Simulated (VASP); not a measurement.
# Ca2H3 (P6/mmm) in VASP: further runs

Ca2H3 is run at these levels: PBE; tasks: relaxation of cell and atoms, single point.

Program: VASP 6.6.1. These are calculated values, not measurements. Logs are shortened: lines on timing, memory, paths and dates and some standing lists are left out, and cuts for length are marked.

### Step 1. The cell of the first run

It takes space group P6/mmm (No. 191, hexagonal). Conventional cell: a = 3.221 Å, b = 3.221 Å, c = 7.302 Å, α = 90.00°, β = 90.00°, γ = 120.00°. Ca (site symmetry 6mm) has 6 H at 2.09 Å and 1 Ca at 2.68 Å within 2.8 Å. Within 2.1 Å of H (site symmetry mmm) lie 4 H at 1.61 Å and 4 Ca at 2.09 Å.

### Step 2. Relaxation of cell and atoms, PBE

Contents of INCAR:

```
SYSTEM = Ca2H3
PREC     = Accurate       ! precision mode
ENCUT    = 600            ! plane-wave cutoff, eV
EDIFF    = 1E-6           ! SCF threshold, eV
ISMEAR   = 0              ! smearing method
SIGMA    = 0.1            ! smearing width, eV
LREAL    = .False.        ! projectors in reciprocal space
LASPH    = .True.         ! aspherical terms in the spheres
NELM     = 100            ! most SCF steps
ALGO     = Normal         ! electronic algorithm
ISIF     = 3              ! what is computed and relaxed
LWAVE    = .False.        ! write WAVECAR
LCHARG   = .False.        ! write CHGCAR
GGA      = PE             ! functional
IBRION   = 2              ! ionic algorithm
NSW      = 90             ! ionic steps
EDIFFG   = -0.04          ! ionic threshold
```

Contents of KPOINTS:

```
regular mesh
0
Gamma
  6 6 4
  0 0 0
```

Contents of POSCAR:

```
Ca2H3
1.0
    3.2214610800      0.0000000000      0.0000000000
   -1.6107305400      2.7898671300      0.0000000000
    0.0000000000      0.0000000000      7.3015848800
Ca H
2 3
Direct
    0.0000000000      0.0000000000      0.8167645100
    0.0000000000      0.0000000000      0.1832354900
    0.5000000000      0.0000000000      0.0000000000
    0.0000000000      0.5000000000      0.0000000000
    0.5000000000      0.5000000000      0.0000000000
```

Potentials or basis: VASP PAW PBE potentials, release 64 (Ca_sv, H).

The run is started by

```sh
$ cat potpaw_PBE.64/Ca_sv/POTCAR potpaw_PBE.64/H/POTCAR > POTCAR
$ mpirun -np 1 vasp_std > vasp.out
```

OUTCAR:

```text
SYSTEM = Ca2H3
   PREC = Accurate
   ENCUT = 600
   EDIFF = 1E-6
   ISMEAR = 0
   LREAL = .False.
   LASPH = .True.
   NELM = 100
   ISIF = 3
   GGA = PE
   IBRION = 2
   NSW = 90
   EDIFFG = -0.04

 ion  position               nearest neighbor table
   1  0.000  0.000  0.817-   2 2.68
   2  0.000  0.000  0.183-   1 2.68
   3  0.500  0.000  0.000-
   4  0.000  0.500  0.000-
   5  0.500  0.500  0.000-

  LATTYP: Found a hexagonal cell.
 ALAT       =     3.2214610800
 C/A-ratio  =     2.2665444960

  Lattice vectors:

 A1 = (   3.2214610800,   0.0000000000,   0.0000000000)
 A2 = (  -1.6107305400,   2.7898671300,   0.0000000000)
 A3 = (   0.0000000000,   0.0000000000,   7.3015848800)

Analysis of symmetry for initial positions (statically):
=====================================================================
 Subroutine PRICEL returns:
 Original cell was already a primitive cell.

 Routine SETGRP: Setting up the symmetry group for a
 hexagonal supercell.

 Subroutine GETGRP returns: Found 24 space group operations
 (whereof 24 operations were pure point group operations)
 out of a pool of 24 trial point group operations.

The static configuration has the point symmetry D_6h.

Analysis of symmetry for dynamics (positions and initial velocities):
=====================================================================
 Subroutine PRICEL returns:
 Original cell was already a primitive cell.

 Routine SETGRP: Setting up the symmetry group for a
 hexagonal supercell.

 Subroutine GETGRP returns: Found 24 space group operations
 (whereof 24 operations were pure point group operations)
 out of a pool of 24 trial point group operations.

The dynamic configuration has the point symmetry D_6h.

 Subroutine INISYM returns: Found 24 space group operations
 (whereof 24 operations are pure point group operations),
 and found     1 'primitive' translations

----------------------------------------------------------------------------------------

                                     Primitive cell

  volume of cell :      65.6226

  direct lattice vectors                    reciprocal lattice vectors
     3.221461080  0.000000000  0.000000000     0.310418153  0.179220005  0.000000000
    -1.610730540  2.789867130  0.000000000     0.000000000  0.358440009  0.000000000
     0.000000000  0.000000000  7.301584880     0.000000000  0.000000000  0.136956567

  length of vectors
     3.221461080  3.221461078  7.301584880     0.358440009  0.358440009  0.136956567

  position of ions in fractional coordinates (direct lattice)
     0.000000000  0.000000000  0.816764510
     0.000000000  0.000000000  0.183235490
     0.500000000  0.000000000  0.000000000
     0.000000000  0.500000000  0.000000000
     0.500000000  0.500000000  0.000000000

  ion indices of the primitive-cell ions
   primitive index   ion index
                 1           1
                 2           2
                 3           3
                 4           4
                 5           5

----------------------------------------------------------------------------------------

 KPOINTS: regular mesh

Automatic generation of k-mesh.
 Grid dimensions read from file:
 generate k-points for:    6    6    4

 Generating k-lattice:

  Cartesian coordinates                     Fractional coordinates (reciprocal lattice)
     0.051736359  0.029870001  0.000000000     0.166666667  0.000000000  0.000000000
     0.000000000  0.059740002  0.000000000     0.000000000  0.166666667  0.000000000
     0.000000000  0.000000000  0.034239142     0.000000000  0.000000000  0.250000000

  Length of vectors
     0.059740002  0.059740002  0.034239142

  Shift w.r.t. Gamma in fractional coordinates (k-lattice)
     0.000000000  0.000000000  0.000000000

 Subroutine IBZKPT returns following result:
 ===========================================

 Found     21 irreducible k-points:

 Following reciprocal coordinates:
            Coordinates               Weight
  0.000000  0.000000  0.000000      1.000000
  0.166667  0.000000  0.000000      6.000000
  0.333333 -0.000000  0.000000      6.000000
  0.500000  0.000000  0.000000      3.000000
  0.166667  0.166667  0.000000      6.000000
  0.333333  0.166667  0.000000     12.000000
[... 13 lines left out ...]
  0.333333  0.166667  0.500000     12.000000
  0.333333  0.333333  0.500000      2.000000
   k-points           NKPTS =     21   k-points in BZ     NKDIM =     21   number of bands    NBANDS=     15
   number of dos      NEDOS =    301   number of ions     NIONS =      5
   total plane-waves  NPLWV =  47040
   dimension x,y,z NGX =    28 NGY =   28 NGZ =   60
   dimension x,y,z NGXF=    56 NGYF=   56 NGZF=  120
   ions per type =               2   3
   NGX,Y,Z   is equivalent  to a cutoff of  14.45, 14.45, 13.66 a.u.
   NGXF,Y,Z  is equivalent  to a cutoff of  28.90, 28.90, 27.32 a.u.
 SYSTEM =  Ca2H3
   PREC   = accura    normal or accurate (medium, high low for compatibility)
   ISTART =      0    job   : 0-new  1-cont  2-samecut
   ICHARG =      2    charge: 1-file 2-atom 10-const
   ISPIN  =      1    spin polarized calculation?
   LNONCOLLINEAR =      F non collinear calculations
   LSORBIT =      F    spin-orbit coupling
   LASPH  =      T    aspherical Exc in radial PAW
   ENCUT  =  600.0 eV  44.10 Ry    6.64 a.u.   6.43  6.43 14.58*2*pi/ulx,y,z
   NELM   =    100;   NELMIN=  2; NELMDL= -5     # of ELM steps
   EDIFF  = 0.1E-05   stopping-criterion for ELM
   LREAL  =      F    real-space projection
   EDIFFG = -.4E-01   stopping-criterion for IOM
   NSW    =     90    number of steps for IOM
   IBRION =      2    ionic relax: 0-MD 1-quasi-New 2-CG
   NFREE  =      1    steps in history (QN), initial steepest desc. (CG)
   ISIF   =      3    stress and relaxation
   ISYM   =      2    0-nonsym 1-usesym 2-fastsym
   POTIM  = 0.5000    time-step for ionic-motion
   TEBEG  =    0.0;   TEEND  =   0.0 temperature during run
   PSTRESS=    0.0 pullay stress
   NELECT =      23.0000    total number of electrons
   NUPDOWN=      -1.0000    fix difference up-down
   EMIN   =  10.00;   EMAX   =-10.00  energy-range for DOS
   EFERMI =   0.00;   METHOD = LEGACY
   ISMEAR =     0;   SIGMA  =   0.10  broadening in eV -4-tet -1-fermi 0-gaus
   EFERMI_NEDOS =   21; number of points for ismear=-14 and -15
   IALGO  =     38    algorithm
   IMIX   =      4    mixing-type and parameters
     AMIX     =   0.40;   BMIX     =  1.00
     AMIX_MAG =   1.60;   BMIX_MAG =  1.00
  volume/ion in A,a.u.               =      13.12        88.57
  Fermi-wavevector in a.u.,A,eV,Ry     =   1.154249  2.181215 18.126923  1.332291
  Thomas-Fermi vector in A             =   2.290887
   LORBIT       =      0    0 simple, 1 ext, 2 COOP (PROOUT), +10 PAW based schemes
   GGA     = PE    functional components
   LHFCALC =     F    Hartree Fock is set to
   AEXX    =    0.0000 exact exchange contribution
   IVDW    =     0    specifies the selected vdW correction
   LEPSILON=     F    determine dielectric tensor
   LRPA    =     F    only Hartree local field effects (RPA)
 conjugate gradient relaxation of ions
 non-spin polarized calculation
 Gauss-broadening in eV      SIGMA  =   0.10
  energy-cutoff  :      600.00
  volume of cell :       65.62
 maximum number of plane-waves:      2213
 NGX is ok and might be reduce to    28
   NGX = 13   NGY = 13   NGZ = 29

--------------------------------------- Ionic step        1  -------------------------------------------

 number of electron      23.0000003 magnetization

 Free energy of the ion-electron system (eV)
  ---------------------------------------------------
  ext. energy  EPLUGINS =         0.00000000
  ---------------------------------------------------
  free energy    TOTEN  =       -10.09485333 eV

  energy without entropy =      -10.07629142  energy(sigma->0) =      -10.08557237

 E-fermi :   3.4158     XC(G=0):  -8.8965

 val. band max:        3.4029245953   @ k =   0.0000   0.0000   0.5000
 cond. band min:       3.4194845116   @ k =   0.3333  -0.0000   0.0000
 fundamental gap:      0.0165599163
 Fermi energy:         3.4157600204

 k-point     1 :       0.0000    0.0000    0.0000
  band No.  band energies     occupation
      1     -37.6732      2.00000
      2     -37.4772      2.00000
      3     -19.4114      2.00000
      4     -18.3830      2.00000
      5     -18.3830      2.00000
      6     -18.2477      2.00000
      7     -18.2477      2.00000
      8     -18.1982      2.00000
      9      -6.3845      2.00000
     10       1.3713      2.00000
     11       1.4286      2.00000
     12       3.4397      0.73518
     13       3.4397      0.73518
     14       4.1021      0.00000
     15       6.6857      0.00000
[... 468 lines left out ...]
  FREE ENERGIE OF THE ION-ELECTRON SYSTEM (eV)
  ---------------------------------------------------
  free  energy   TOTEN  =       -12.1849059915 eV

  energy  without entropy=      -12.1677634860  energy(sigma->0) =      -12.17633474

[... ionic steps 4 to 11 ...]

--------------------------------------- Ionic step       12  -------------------------------------------

 number of electron      22.9999998 magnetization

------------------------ aborting loop because EDIFF is reached ----------------------------------------

  FORCE on cell =-STRESS in cart. coord.  units (eV):
  Direction    XX          YY          ZZ          XY          YZ          ZX
  --------------------------------------------------------------------------------------
  -------------------------------------------------------------------------------------
  Total       -0.4926871     -0.4926871     -0.2750754      0.0000000      0.0000000      0.0000000
  in kB       -8.5730885     -8.5730885     -4.7864983      0.0000000      0.0000000      0.0000000
  external PRESSURE =      -7.3108918 kB  Pullay stress =       0.0000000 kB
[... 63 lines left out ...]
  energy  without entropy=      -12.6038512306  energy(sigma->0) =      -12.61183932

--------------------------------------- Ionic step       14  -------------------------------------------

 number of electron      23.0000003 magnetization

 Free energy of the ion-electron system (eV)
  ---------------------------------------------------
  ext. energy  EPLUGINS =         0.00000000
  ---------------------------------------------------
  free energy    TOTEN  =       -12.62002649 eV

  energy without entropy =      -12.60413931  energy(sigma->0) =      -12.61208290

 E-fermi :   1.6602     XC(G=0):  -7.9664

 val. band max:        1.6480252026   @ k =   0.0000   0.0000   0.5000
 cond. band min:       1.7978747801   @ k =   0.5000   0.0000   0.0000
 fundamental gap:      0.1498495775
 Fermi energy:         1.6602075434

 k-point     1 :       0.0000    0.0000    0.0000
  band No.  band energies     occupation
      1     -39.6966      2.00000
      2     -39.5652      2.00000
      3     -21.2087      2.00000
      4     -20.6137      2.00000
      5     -20.6137      2.00000
      6     -20.5050      2.00000
      7     -20.5050      2.00000
      8     -20.3744      2.00000
      9      -5.0757      2.00000
     10       0.1382      2.00000
     11       1.4215      1.99926
     12       1.6173      1.45588
     13       1.6173      1.45588
     14       3.2799      0.00000
     15       4.1635      0.00000
[... 390 lines left out ...]
  FREE ENERGIE OF THE ION-ELECTRON SYSTEM (eV)
  ---------------------------------------------------
  free  energy   TOTEN  =       -12.6200264928 eV

  energy  without entropy=      -12.6041393105  energy(sigma->0) =      -12.61208290

 reached required accuracy - stopping structural energy minimisation
```

Run time: 2.4 min. Hardware: 1 thread of Intel Xeon 6975P-C (Granite Rapids), shared host; peak memory 0.22 GiB.

Results:

```yaml
Free_energy: -12.6200 eV
Relaxed_volume: 17.84 Å³/atom
Relaxed_cell: a = 3.983 Å, b = 3.983 Å, c = 6.494 Å, α = 90.00°, β = 90.00°, γ = 120.00°
Space_group_after_relaxing_to_0.05_Å: P6/mmm (No. 191)
Energy_gained_by_relaxing: 505.0 meV/atom
Ionic_steps: 14
Pressure_after_relaxing: 0.0 GPa
```

Stress tensor (GPa, compression positive):
```
-0.21  0.00  0.00
 0.00 -0.21  0.00
 0.00  0.00  0.32
```

The path:
```
step  energy change (eV)  largest force (eV/Å)  pressure (GPa)  volume (Å³)
   1              0.0000                2.1906           22.71        65.62
   2             -1.9253                0.1307            4.04        84.80
   3             -2.0901                0.3384            0.59        92.17
   4             -2.1047                0.4995           -0.55        95.40
   5             -2.1042                0.5299           -0.76        96.07
   6             -2.2667                0.3049           -0.69        96.11
   7             -2.4622                0.2476           -0.39        95.70
   8             -2.4644                0.3881           -0.29        95.55
   9             -2.4648                0.3512           -0.32        95.60
  10             -2.4845                0.2794           -0.44        94.80
  11             -2.5190                0.0137           -0.71        92.35
  12             -2.5192                0.0514           -0.73        92.08
  13             -2.5250                0.0110            0.10        88.71
  14             -2.5252                0.0012           -0.04        89.22
```

Final structure:
```
Ca H
1.0
     3.98302    0.00000    0.00000
    -1.99151    3.44940    0.00000
     0.00000    0.00000    6.49416
Ca H
2 3
Direct
  0.00000 0.00000 0.78813
  0.00000 0.00000 0.21187
  0.50000 0.00000 0.00000
  0.00000 0.50000 0.00000
  0.50000 0.50000 0.00000
```

Caveat: the k points lie up to 0.30 Å⁻¹ apart in the final cell; the volume moved by over 15 % at a fixed basis, so the end points are rough.

### Step 3. Single point, PBE

This run uses another cell than the first one, of 17.92 Å³/atom, 1.365 times its volume.

Contents of INCAR:

```
SYSTEM = Ca2H3
ALGO = Normal
EDIFF = 1E-7
ENCUT = 520
GGA = PE
ISIF = 2
ISMEAR = 0
LASPH = .TRUE.
LCHARG = .FALSE.
LREAL = .FALSE.
LWAVE = .FALSE.
NBANDS = 20
NELM = 80
PREC = Accurate
SIGMA = 0.1
```

Contents of KPOINTS:

```
k-points
0
G
  12 12 6
  0 0 0
```

Contents of POSCAR:

```
Ca2H3
1.0
    3.9785134619      0.0000000000      0.0000000000
   -1.9892567309      3.4454937273      0.0000000000
    0.0000000000      0.0000000000      6.5346986551
Ca H
2 3
Direct
    0.0000000000      0.0000000000      0.7886932926
    0.0000000000      0.0000000000      0.2113067074
    0.5000000000      0.0000000000      0.0000000000
    0.0000000000      0.5000000000      0.0000000000
    0.5000000000      0.5000000000      0.0000000000
```

Potentials or basis: VASP PAW PBE potentials, release 64 (Ca_sv, H).

The run is started by

```sh
$ cat potpaw_PBE.64/Ca_sv/POTCAR potpaw_PBE.64/H/POTCAR > POTCAR
$ mpirun -np 1 vasp_std > vasp.out
```

It took 92 s on 1 thread of Intel Xeon 6975P-C (Granite Rapids), shared host; peak memory 0.27 GiB.

The run converged. Its results:

```
Free energy   : -12.6397 eV
Pressure      : 0.0 GPa
Largest force : 0.030 eV/Å
```

Forces in eV/Å, atoms in the order of the input:
```
Ca   0.000  0.000 -0.030
Ca   0.000  0.000  0.030
H    0.000  0.000  0.000
H    0.000  0.000  0.000
H    0.000  0.000  0.000
```

Levels at points of the mesh, in eV from the Fermi level:
```
           k point  band 9  band 10  band 11  band 12  band 13  band 14  band 15  band 16
(0.00, 0.00, 0.00)   -6.75    -1.51    -0.27    -0.03    -0.03     1.63     2.53     2.53
(0.50, 0.00, 0.00)   -4.82    -3.57    -0.20     0.17     0.80     1.74     2.27     2.98
(0.00, 0.00, 0.50)   -6.66    -2.41     0.00     0.00     1.73     1.75     2.83     2.83
(0.50, 0.00, 0.50)   -4.82    -3.47    -0.17     0.23     0.42     2.30     2.49     2.85
```

### Step 4. Single point, PBE

This run uses another cell than the first one, of 17.92 Å³/atom, 1.365 times its volume.

Contents of INCAR:

```
ALGO     = Normal         # electronic algorithm
EDIFF    = 1E-7           # SCF threshold, eV
ENCUT    = 520            # plane-wave cutoff, eV
GGA      = PE             # functional
ISIF     = 2              # what is computed and relaxed
ISMEAR   = 0              # smearing method
LASPH    = True           # aspherical terms in the spheres
LCHARG   = False          # write CHGCAR
LREAL    = False          # projectors in reciprocal space
LWAVE    = False          # write WAVECAR
NBANDS   = 20             # bands
NELM     = 80             # most SCF steps
PREC     = Accurate       # precision mode
SIGMA    = 0.1            # smearing width, eV
```

Contents of KPOINTS:

```
k-points
0
Gamma
  12 12 6
```

POSCAR is that of step 3.

The run is started by

```sh
$ cat potpaw_PBE.64/Ca_sv/POTCAR potpaw_PBE.64/H/POTCAR > POTCAR
$ mpirun -np 1 vasp_std > vasp.out
```

It took 89 s on 1 thread of Intel Xeon 6975P-C (Granite Rapids), shared host; peak memory 0.26 GiB.

It converged, with:

```
Free energy   : -12.6397 eV
Pressure      : 0.0 GPa
Largest force : 0.030 eV/Å
```

Forces on the atoms (eV/Å):
```
Ca   0.000  0.000 -0.030
Ca   0.000  0.000  0.030
H    0.000  0.000  0.000
H    0.000  0.000  0.000
H    0.000  0.000  0.000
```

Levels at points of the mesh, in eV from the Fermi level:
```csv
k point,band 9,band 10,band 11,band 12,band 13,band 14,band 15,band 16
"(0.00, 0.00, 0.00)",-6.75,-1.51,-0.27,-0.03,-0.03,1.63,2.53,2.53
"(0.50, 0.00, 0.00)",-4.82,-3.57,-0.20,0.17,0.80,1.74,2.27,2.98
"(0.00, 0.00, 0.50)",-6.66,-2.41,0.00,0.00,1.73,1.75,2.83,2.83
"(0.50, 0.00, 0.50)",-4.82,-3.47,-0.17,0.23,0.42,2.30,2.49,2.85
```
